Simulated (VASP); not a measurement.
# HC6 in VASP: notebook, part 2 of 2

VASP 6.6.1. Earlier steps stand in the parts before.

### Step 6. Single point, LDA

INCAR reads:

```
SYSTEM = HC6
ALGO = Normal
DIPOL = 0.5 0.5 0.309
EDIFF = 1E-7
ENCUT = 520
IDIPOL = 3
ISIF = 2
ISMEAR = 0
LASPH = .True.
LCHARG = .False.
LDIPOL = .True.
LREAL = .False.
LWAVE = .False.
NBANDS = 38
NELM = 80
PREC = Accurate
SIGMA = 0.1
```

KPOINTS reads:

```
k-points
0
Gamma
  6 3 1
  0 0 0
```

POSCAR reads:

```
HC6
1.0
    4.8889075235      0.0000000000      0.0000000000
   -1.2222268809      8.7842777898      0.0000000000
    0.0000000000      0.0000000000     22.7472999250
C H
12 2
Direct
    0.0193593843      0.0774375370      0.1758450459
    0.5193593842      0.0774375370      0.1758450459
    0.2741992303      0.0967969212      0.2059521363
    0.7741992303      0.0967969212      0.2059521363
    0.2838789224      0.1355156897      0.2661663168
    0.7838789224      0.1355156897      0.2661663168
    0.0386178296      0.1544718076      0.2954947895
    0.5386178296      0.1544718076      0.2954947895
    0.0488209147      0.1952857701      0.3583563417
    0.5488209147      0.1952857701      0.3583563417
    0.3031079910      0.2124325380      0.3845423393
    0.8031079910      0.2124325380      0.3845423393
    0.0488209147      0.1287047909      0.4746629253
    0.0488209147      0.2618667493      0.4746629253
```

Potentials or basis: VASP PAW LDA potentials, release 64 (C, H).

Started as:

```console
> cat potpaw_LDA.64/C/POTCAR potpaw_LDA.64/H/POTCAR > POTCAR
> mpirun -np 1 vasp_std > vasp.out
```

OUTCAR:

```text
SYSTEM = HC6
   EDIFF = 1E-7
   ENCUT = 520
   ISIF = 2
   ISMEAR = 0
   LASPH = .True.
   LREAL = .False.
   NELM = 80
   PREC = Accurate

 ion  position               nearest neighbor table
   1  0.019  0.077  0.176-   3 1.41   4 1.41
   2  0.519  0.077  0.176-   3 1.41   4 1.41
   3  0.274  0.097  0.206-   5 1.41   1 1.41   2 1.41
   4  0.774  0.097  0.206-   6 1.41   2 1.41   1 1.41
   5  0.284  0.136  0.266-   8 1.40   7 1.40   3 1.41
   6  0.784  0.136  0.266-   7 1.40   8 1.40   4 1.41
   7  0.039  0.154  0.295-   6 1.40   5 1.40   9 1.47
   8  0.539  0.154  0.295-   5 1.40   6 1.40  10 1.47
   9  0.049  0.195  0.358-  12 1.37  11 1.37   7 1.47
  10  0.549  0.195  0.358-  11 1.37  12 1.37   8 1.47
  11  0.303  0.212  0.385-  10 1.37   9 1.37
  12  0.803  0.212  0.385-   9 1.37  10 1.37
  13  0.049  0.129  0.475-
  14  0.049  0.262  0.475-

  LATTYP: Found a simple monoclinic cell.
 ALAT       =     4.8889075235
 B/A-ratio  =     4.6528390680
 C/A-ratio  =     1.8140861245
 COS(beta)  =    -0.1378104361

  Lattice vectors:

 A1 = (   4.8889075235,   0.0000000000,   0.0000000000)
 A2 = (   0.0000000000,   0.0000000000, -22.7472999250)
 A3 = (  -1.2222268809,   8.7842777898,   0.0000000000)

Analysis of symmetry for initial positions (statically):
=====================================================================
 Subroutine PRICEL returns:
 Original cell was already a primitive cell.

 Routine SETGRP: Setting up the symmetry group for a
 simple monoclinic supercell.

 Subroutine GETGRP returns: Found  1 space group operations
 (whereof  1 operations were pure point group operations)
 out of a pool of  4 trial point group operations.

The static configuration has the point symmetry C_1 .

Analysis of symmetry for dynamics (positions and initial velocities):
=====================================================================
 Subroutine PRICEL returns:
 Original cell was already a primitive cell.

 Routine SETGRP: Setting up the symmetry group for a
 simple monoclinic supercell.

 Subroutine GETGRP returns: Found  1 space group operations
 (whereof  1 operations were pure point group operations)
 out of a pool of  4 trial point group operations.

The dynamic configuration has the point symmetry C_1 .

 Subroutine INISYM returns: Found  1 space group operations
 (whereof  1 operations are pure point group operations),
 and found     1 'primitive' translations

----------------------------------------------------------------------------------------

                                     Primitive cell

  volume of cell :     976.8947

  direct lattice vectors                    reciprocal lattice vectors
     4.888907524  0.000000000  0.000000000     0.204544675  0.028459938  0.000000000
    -1.222226881  8.784277790  0.000000000     0.000000000  0.113839751  0.000000000
     0.000000000  0.000000000 22.747299925     0.000000000  0.000000000  0.043961261

  length of vectors
     4.888907524  8.868899302 22.747299925     0.206515113  0.113839751  0.043961261
[... 79 lines left out ...]
   NGXF,Y,Z  is equivalent  to a cutoff of  24.48, 26.24, 26.31 a.u.
 SYSTEM =  HC6
   PREC   = accura    normal or accurate (medium, high low for compatibility)
   ISTART =      0    job   : 0-new  1-cont  2-samecut
   ICHARG =      2    charge: 1-file 2-atom 10-const
   ISPIN  =      1    spin polarized calculation?
   LNONCOLLINEAR =      F non collinear calculations
   LSORBIT =      F    spin-orbit coupling
   LASPH  =      T    aspherical Exc in radial PAW
   ENCUT  =  520.0 eV  38.22 Ry    6.18 a.u.   9.09 16.49 42.29*2*pi/ulx,y,z
   NELM   =     80;   NELMIN=  2; NELMDL= -5     # of ELM steps
   EDIFF  = 0.1E-06   stopping-criterion for ELM
   LREAL  =      F    real-space projection
   EDIFFG = 0.1E-05   stopping-criterion for IOM
   NSW    =      0    number of steps for IOM
   IBRION =     -1    ionic relax: 0-MD 1-quasi-New 2-CG
   NFREE  =      0    steps in history (QN), initial steepest desc. (CG)
   ISIF   =      2    stress and relaxation
   ISYM   =      2    0-nonsym 1-usesym 2-fastsym
   POTIM  = 0.5000    time-step for ionic-motion
   TEBEG  =    0.0;   TEEND  =   0.0 temperature during run
   PSTRESS=    0.0 pullay stress
   NELECT =      50.0000    total number of electrons
   NUPDOWN=      -1.0000    fix difference up-down
   EMIN   =  10.00;   EMAX   =-10.00  energy-range for DOS
   EFERMI =   0.00;   METHOD = LEGACY
   ISMEAR =     0;   SIGMA  =   0.10  broadening in eV -4-tet -1-fermi 0-gaus
   EFERMI_NEDOS =   21; number of points for ismear=-14 and -15
   IALGO  =     38    algorithm
   IMIX   =      4    mixing-type and parameters
     AMIX     =   0.40;   BMIX     =  1.00
     AMIX_MAG =   1.60;   BMIX_MAG =  1.00
  volume/ion in A,a.u.               =      69.78       470.89
  Fermi-wavevector in a.u.,A,eV,Ry     =   0.607830  1.148632  5.026775  0.369458
  Thomas-Fermi vector in A             =   1.662436
   LORBIT       =      0    0 simple, 1 ext, 2 COOP (PROOUT), +10 PAW based schemes
   GGA     = CA    functional components
   LHFCALC =     F    Hartree Fock is set to
   AEXX    =    0.0000 exact exchange contribution
   IVDW    =     0    specifies the selected vdW correction
   LEPSILON=     F    determine dielectric tensor
   LRPA    =     F    only Hartree local field effects (RPA)
 non-spin polarized calculation
 Gauss-broadening in eV      SIGMA  =   0.10
  energy-cutoff  :      520.00
  volume of cell :      976.89
 maximum number of plane-waves:     26370
   NGX = 19   NGY = 33   NGZ = 85

 dipolmoment           0.000000      0.000000      0.277133 electrons x Angstroem

 number of electron      49.9999997 magnetization

 dipolmoment           0.000000      0.000000     -0.321197 electrons x Angstroem

 Free energy of the ion-electron system (eV)
  ---------------------------------------------------
  ext. energy  EPLUGINS =         0.00000000
  ---------------------------------------------------
  free energy    TOTEN  =      -112.83458022 eV

  energy without entropy =     -112.77460569  energy(sigma->0) =     -112.80459295

 E-fermi :  -4.4831     XC(G=0):  -1.9865

 val. band max:       -4.5041109541   @ k =   0.5000   0.3333   0.0000
 cond. band min:      -4.4553739517   @ k =   0.3333  -0.0000   0.0000
 fundamental gap:      0.0487370024
 Fermi energy:        -4.4831231534

 k-point     1 :       0.0000    0.0000    0.0000
  band No.  band energies     occupation
      1     -23.3079      2.00000
      2     -21.6005      2.00000
      3     -19.1405      2.00000
      4     -19.0636      2.00000
      5     -19.0634      2.00000
      6     -17.4992      2.00000
[... 389 lines left out ...]
     36       1.3191      0.00000
     37       1.6450      0.00000
 [bands above 37 left out]

------------------------ aborting loop because EDIFF is reached ----------------------------------------

 vacuum level on the upper side and lower side of the slab       (xc-potential included)        -0.685         0.641

  FORCE on cell =-STRESS in cart. coord.  units (eV):
  Direction    XX          YY          ZZ          XY          YZ          ZX
  --------------------------------------------------------------------------------------
  -------------------------------------------------------------------------------------
  Total        0.4284906     -4.6537426      1.1902486      0.4286464      0.6397308     -0.0585870
  in kB        0.7027553     -7.6324716      1.9520931      0.7030108      1.0492044     -0.0960869
  external PRESSURE =      -1.6592078 kB  Pullay stress =       0.0000000 kB

 VOLUME and BASIS-vectors are now :
 -----------------------------------------------------------------------------
  energy-cutoff  :      520.00
  volume of cell :      976.89
      direct lattice vectors                 reciprocal lattice vectors
     4.888907524  0.000000000  0.000000000     0.204544675  0.028459938  0.000000000
    -1.222226881  8.784277790  0.000000000     0.000000000  0.113839751  0.000000000
     0.000000000  0.000000000 22.747299925     0.000000000  0.000000000  0.043961261

 POSITION                                       TOTAL-FORCE (eV/Angst)
 -----------------------------------------------------------------------------------
      0.00000      0.68023      4.00000        -0.005746      0.375671      1.599170
      2.44445      0.68023      4.00000         0.005626      0.416059      1.519180
      1.22223      0.85029      4.68486         0.056064     -0.792321     -3.093471
      3.66668      0.85029      4.68486        -0.056158     -0.794250     -3.091409
      1.22223      1.19041      6.05457         0.149415      0.321021      1.319799
      3.66668      1.19041      6.05457        -0.149235      0.329339      1.328803
     -0.00000      1.35692      6.72171         0.005456      0.220328      0.354771
      2.44445      1.35692      6.72171        -0.003367      0.043305      0.072593
     -0.00000      1.71544      8.15164        -0.001854      0.096538      0.288627
      2.44445      1.71544      8.15164         0.001961     -0.198261     -0.895397
      1.22223      1.86607      8.74730         0.392744     -0.137856      0.592539
      3.66668      1.86607      8.74730        -0.368421      0.030146      0.677146
      0.08137      1.13058     10.79730        -0.377078      4.037315     -0.215137
     -0.08138      2.30031     10.79730         0.350594     -3.947035     -0.457214
 -----------------------------------------------------------------------------------
    total drift:                                0.000557      0.000328     -0.000287

  FREE ENERGIE OF THE ION-ELECTRON SYSTEM (eV)
  ---------------------------------------------------
  free  energy   TOTEN  =      -112.8345802151 eV

  energy  without entropy=     -112.7746056859  energy(sigma->0) =     -112.80459295

 vacuum level on the upper side and lower side of the slab         0.547         1.903
```

Run time: 20 min. Hardware: 1 thread of Oxide Virtual Turin-like, shared host; peak memory 0.76 GiB.

Results:

```yaml
Free_energy: -112.8346 eV
Largest_force: 4.061 eV/Å
Band_gap_on_the_k_mesh: 0.05 eV (least direct gap 0.06 eV)
```

Forces in eV/Å, atoms in the order of the input:
```
C   -0.006  0.376  1.599
C    0.006  0.416  1.519
C    0.056 -0.792 -3.093
C   -0.056 -0.794 -3.091
C    0.149  0.321  1.320
C   -0.149  0.329  1.329
C    0.005  0.220  0.355
C   -0.003  0.043  0.073
C   -0.002  0.097  0.289
C    0.002 -0.198 -0.895
C    0.393 -0.138  0.593
C   -0.368  0.030  0.677
H   -0.377  4.037 -0.215
H    0.351 -3.947 -0.457
```

### Step 7. Overview

```tsv
cell	gap on the mesh (eV)	largest force (eV/Å)
as given, atomic positions A	0.04	3.14
as given, atomic positions B	0.09	5.60
as given, atomic positions C	0.06	3.16
as given, atomic positions D	0.03	3.25
as given, atomic positions E	0.05	4.06
```

Alike in all rows: task single point; level LDA; potentials or basis VASP PAW LDA potentials, release 64 (C, H); no spin polarisation; k mesh 6 × 3 × 1; cutoff (eV) 520; smearing gaussian 0.1 eV.

Total energies depend on the potentials used, so only differences within one code and one set of settings carry meaning.
